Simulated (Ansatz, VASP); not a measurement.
**One calculation of SrAlO, two programs**

```xyz
6
Lattice="3.7239 0.0000 0.0000 0.0000 3.7239 0.0000 0.0000 0.0000 6.7330" Properties=species:S:1:pos:R:3 pbc="T T T"
Sr    1.8619    0.0000    4.2317
Sr    0.0000    1.8619    2.5014
Al    1.8619    0.0000    1.2483
Al    0.0000    1.8619    5.4848
O     1.8619    1.8619    0.0000
O     0.0000    0.0000    0.0000
```

Change from the starting cell: species swapped into the ZrSeO type (P4/nmm, No. 129).

Alike in both runs: task relaxation of cell and atoms; functional PBE; k mesh 6 × 6 × 4; occupations gaussian, width 0.1 eV; no spin polarisation.

|  | VASP | Ansatz |
| --- | --- | --- |
| version | VASP 6.6.1 | Ansatz 0.2.0 |
| potentials or method | VASP PAW PBE potentials, release 64 (Sr_sv, Al, O), cutoff 600 eV | scalar-relativistic, plane waves, PAW |
| valence electrons in the cell | 38 | 38 |

|  | VASP | Ansatz | Ansatz less VASP |
| --- | --- | --- | --- |
| gap on the k mesh at the Fermi level, each at its own relaxed structure (eV) | none | none | - |
| relaxed volume (Å³/atom) | 20.98 | 22.13 | +1.157 |
| relaxed length of the cell vector where the two differ most in proportion (Å) | 9.566 | 10.233 | +0.6670 |

A gap of «none» marks a metal or a gap that the smearing closes. One of these differences is far larger than is usual between the two programs; its cause wasn't traced.

Noted on VASP's run: the volume moved by over 15 % at a fixed basis, so the end points are rough.
